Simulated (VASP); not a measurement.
# Rb (P1) in VASP: single point with PBEsol

Aim: the single point of Rb with PBEsol.

All numbers are computed with VASP 6.6.1; they aren't measurements. Logs are shortened: lines on timing, memory, paths and dates and some standing lists are left out, and cuts for length are marked.

### Step 1. The cell of the first run

The typed cell holds 8 atoms: a = 8.215 Å, b = 4.108 Å, c = 13.629 Å, α = 90.00°, β = 90.00°, γ = 120.00°.

### Step 2. Single point, PBEsol

Contents of INCAR:

```
ALGO = Normal ; EDIFF = 1E-6
ENCUT = 400 ; GGA = PS
GGA_COMPAT = F ; ISIF = 2
ISMEAR = -1 ; LASPH = T
LCHARG = T ; LELF = T
LREAL = F ; LVHAR = T
LWAVE = F ; NBANDS = 46
NELM = 120 ; PREC = Accurate
SIGMA = 0.1
```

Contents of KPOINTS:

```
k-points
0
Gamma
  2 2 1
```

Contents of POSCAR:

```
Rb
1.0
    8.2154550000      0.0000000000      0.0000000000
   -2.0538640000      3.5573960000      0.0000000000
    0.0000000000      0.0000000000     13.6287570000
Rb
8
Direct
    0.0001382403     -0.0063408741     -0.0024882680
    0.1625190375      0.6716885047      0.7517585059
    0.0135632933      0.0208551424      0.4976408340
    0.3368061264      0.3246624778      0.2535799853
    0.4925651263     -0.0099589700     -0.0051297415
    0.6585883571      0.6621621546      0.7526241021
    0.4870336584     -0.0260420825      0.5030315677
    0.8394439217      0.3213960436      0.2537378134
```

Potentials or basis: VASP PAW PBE potentials, release 64 (Rb_sv).

On the command line:

```bash
> cat potpaw_PBE.64/Rb_sv/POTCAR > POTCAR
> mpirun -np 1 vasp_std > vasp.out
```

OUTCAR:

```text
EDIFF = 1E-6
   ENCUT = 400
   GGA = PS
   ISIF = 2
   ISMEAR = -1
   LASPH = T
   LREAL = F
   NELM = 120
   PREC = Accurate

 ion  position               nearest neighbor table
   1  0.000  0.994  0.998-   5 4.05   2 4.06   5 4.07   2 4.13   6 4.13   5 4.15   5 4.16   8 4.19
                             8 4.23   4 4.23   6 5.75   6 5.79
   2  0.163  0.672  0.752-   5 4.06   1 4.06   6 4.07   6 4.10   7 4.10   6 4.12   1 4.13   6 4.14
                             3 4.16   3 4.17   7 5.74   5 5.74
   3  0.014  0.021  0.498-   7 3.90   7 3.99   4 4.04   8 4.05   8 4.15   2 4.16   2 4.17   7 4.23
                             6 4.30   7 4.31   4 5.71   6 5.76
   4  0.337  0.325  0.254-   3 4.04   8 4.08   8 4.10   7 4.11   8 4.11   7 4.12   8 4.14   5 4.21
                             1 4.23   5 4.25   3 5.71
   5  0.493  0.990  0.995-   6 4.05   1 4.05   2 4.06   1 4.07   6 4.08   1 4.15   1 4.16   4 4.21
                             4 4.25   8 4.31   2 5.74
   6  0.659  0.662  0.753-   5 4.05   2 4.07   5 4.08   2 4.10   2 4.12   7 4.12   1 4.13   2 4.14
                             7 4.19   3 4.30   1 5.75   3 5.76   1 5.79
   7  0.487  0.974  0.503-   3 3.90   3 3.99   2 4.10   4 4.11   4 4.12   6 4.12   6 4.19   8 4.22
                             3 4.23   3 4.31   8 5.72   2 5.74
   8  0.839  0.321  0.254-   3 4.05   4 4.08   4 4.10   4 4.11   4 4.14   3 4.15   1 4.19   7 4.22
                             1 4.23   5 4.31   7 5.72

  Warning from LATTYP: Monoclinic adjustment (A1->A3, A2->A1, A3->A2)!
  LATTYP: Found a simple orthorhombic cell.
 ALAT       =     4.1077273073
 B/A-ratio  =     1.7320507915
 C/A-ratio  =     3.3178339214

  Lattice vectors:

 A1 = (   2.0538640000,  -3.5573960000,   0.0000000000)
 A2 = (   6.1615910000,   3.5573960000,   0.0000000000)
 A3 = (   0.0000000000,   0.0000000000,  13.6287570000)

Analysis of symmetry for initial positions (statically):
=====================================================================
 Subroutine PRICEL returns:
 Original cell was already a primitive cell.

 Routine SETGRP: Setting up the symmetry group for a
 simple orthorhombic supercell.

 Subroutine GETGRP returns: Found  1 space group operations
 (whereof  1 operations were pure point group operations)
 out of a pool of  8 trial point group operations.

The static configuration has the point symmetry C_1 .

Analysis of symmetry for dynamics (positions and initial velocities):
=====================================================================
[... 106 lines left out ...]
   NFREE  =      0    steps in history (QN), initial steepest desc. (CG)
   ISIF   =      2    stress and relaxation
   ISYM   =      2    0-nonsym 1-usesym 2-fastsym
   POTIM  = 0.5000    time-step for ionic-motion
   TEBEG  =    0.0;   TEEND  =   0.0 temperature during run
   PSTRESS=    0.0 pullay stress
   NELECT =      72.0000    total number of electrons
   NUPDOWN=      -1.0000    fix difference up-down
   EMIN   =  10.00;   EMAX   =-10.00  energy-range for DOS
   EFERMI =   0.00;   METHOD = LEGACY
   ISMEAR =    -1;   SIGMA  =   0.10  broadening in eV -4-tet -1-fermi 0-gaus
   EFERMI_NEDOS =   21; number of points for ismear=-14 and -15
   IALGO  =     38    algorithm
   IMIX   =      4    mixing-type and parameters
     AMIX     =   0.40;   BMIX     =  1.00
     AMIX_MAG =   1.60;   BMIX_MAG =  1.00
  volume/ion in A,a.u.               =      49.79       335.99
  Fermi-wavevector in a.u.,A,eV,Ry     =   0.925648  1.749220 11.657789  0.856823
  Thomas-Fermi vector in A             =   2.051525
   LORBIT       =      0    0 simple, 1 ext, 2 COOP (PROOUT), +10 PAW based schemes
   GGA     = PS    functional components
   LHFCALC =     F    Hartree Fock is set to
   AEXX    =    0.0000 exact exchange contribution
   IVDW    =     0    specifies the selected vdW correction
   LEPSILON=     F    determine dielectric tensor
   LRPA    =     F    only Hartree local field effects (RPA)
 non-spin polarized calculation
  energy-cutoff  :      400.00
  volume of cell :      398.31
 maximum number of plane-waves:      7271
 NGX is ok and might be reduce to    54
   NGX = 27   NGY = 13   NGZ = 45

 number of electron      71.9999998 magnetization

 Free energy of the ion-electron system (eV)
  ---------------------------------------------------
  ext. energy  EPLUGINS =         0.00000000
  ---------------------------------------------------
  free energy    TOTEN  =        -5.62106451 eV

  energy without entropy =       -5.28203472  energy(sigma->0) =       -5.45154961

 E-fermi :   1.7938     XC(G=0):  -7.2770

 val. band max:        1.7560009778   @ k =   0.0000   0.5000   0.0000
 cond. band min:       2.0781292771   @ k =   0.5000   0.5000   0.0000
 fundamental gap:      0.3221282994
 Fermi energy:         1.7938353848

 k-point     1 :       0.0000    0.0000    0.0000
  band No.  band energies     occupation
      1     -27.0439      2.00000
      2     -27.0192      2.00000
      3     -27.0115      2.00000
      4     -26.9863      2.00000
      5     -26.9833      2.00000
      6     -26.9729      2.00000
[... 185 lines left out ...]
     45       3.6494      0.00000
     46       3.6775      0.00000

------------------------ aborting loop because EDIFF is reached ----------------------------------------

  FORCE on cell =-STRESS in cart. coord.  units (eV):
  Direction    XX          YY          ZZ          XY          YZ          ZX
  --------------------------------------------------------------------------------------
  -------------------------------------------------------------------------------------
  Total        8.2691147      7.7615788      8.3978199      0.2896932      0.0105041      0.0062550
  in kB       33.2620885     31.2205517     33.7797988      1.1652761      0.0422522      0.0251602
  external PRESSURE =      32.7541463 kB  Pullay stress =       0.0000000 kB

 VOLUME and BASIS-vectors are now :
 -----------------------------------------------------------------------------
  energy-cutoff  :      400.00
  volume of cell :      398.31
      direct lattice vectors                 reciprocal lattice vectors
     8.215455000  0.000000000  0.000000000     0.121721804  0.070276132  0.000000000
    -2.053864000  3.557396000  0.000000000     0.000000000  0.281104493  0.000000000
     0.000000000  0.000000000 13.628757000     0.000000000  0.000000000  0.073374263

 POSITION                                       TOTAL-FORCE (eV/Angst)
 -----------------------------------------------------------------------------------
     -2.03970      3.53484     13.59485        -0.056608     -0.025058      0.089727
     -0.04439      2.38946     10.24553        -0.042216     -0.032679     -0.052219
      0.06859      0.07419      6.78223        -0.177607     -0.138029      0.099529
      2.10020      1.15495      3.45598         0.039743      0.013166     -0.117179
      2.01324      3.52197     13.55884         0.056057      0.025420      0.148408
      4.05061      2.35557     10.25733         0.068661      0.039350     -0.100167
      2.00083      3.46475      6.85569         0.181609      0.137236      0.008455
      6.23631      1.14333      3.45813        -0.069637     -0.019406     -0.076552
 -----------------------------------------------------------------------------------
    total drift:                                0.000006     -0.000001     -0.000018

  FREE ENERGIE OF THE ION-ELECTRON SYSTEM (eV)
  ---------------------------------------------------
  free  energy   TOTEN  =        -5.6210645096 eV

  energy  without entropy=       -5.2820347157  energy(sigma->0) =       -5.45154961
```

Wall time 74 s (1 thread of AMD EPYC 7R43 (Zen 3), shared host); peak memory 0.31 GiB.

What came out:

* Free energy: -5.6211 eV
* Pressure: 3.3 GPa
* Largest force: 0.246 eV/Å
* Band gap on the k mesh: zero (bands 36 and 37 overlap by 1.15 eV)

Forces on the atoms (eV/Å):
```
Rb  -0.057 -0.025  0.090
Rb  -0.042 -0.033 -0.052
Rb  -0.178 -0.138  0.100
Rb   0.040  0.013 -0.117
Rb   0.056  0.025  0.148
Rb   0.069  0.039 -0.100
Rb   0.182  0.137  0.008
Rb  -0.070 -0.019 -0.077
```

Stress tensor (GPa, compression positive):
```
3.33 0.12 0.00
0.12 3.12 0.00
0.00 0.00 3.38
```

Levels at points of the mesh, in eV from the Fermi level:
```tsv
k point	band 34	band 35	band 36	band 37	band 38	band 39	band 40	band 41
(0.00, 0.00, 0.00)	-1.72	-1.68	-0.18	-0.14	-0.04	0.30	0.36	1.09
(0.50, 0.00, 0.00)	-1.75	-0.86	-0.85	-0.84	-0.83	0.81	0.83	1.02
(0.00, 0.50, 0.00)	-0.12	-0.05	-0.04	0.29	0.31	0.34	0.35	1.11
(0.50, 0.50, 0.00)	-0.12	0.28	0.30	0.31	0.32	0.91	0.91	1.30
```

Caveat: the k points lie up to 0.76 Å⁻¹ apart, too coarse for converged energies and pressures of a metal; the PAW data sets were made with another functional, which shifts forces and pressure a little.

The gap in the log of VASP goes by the Fermi energy; the results here count the filled bands.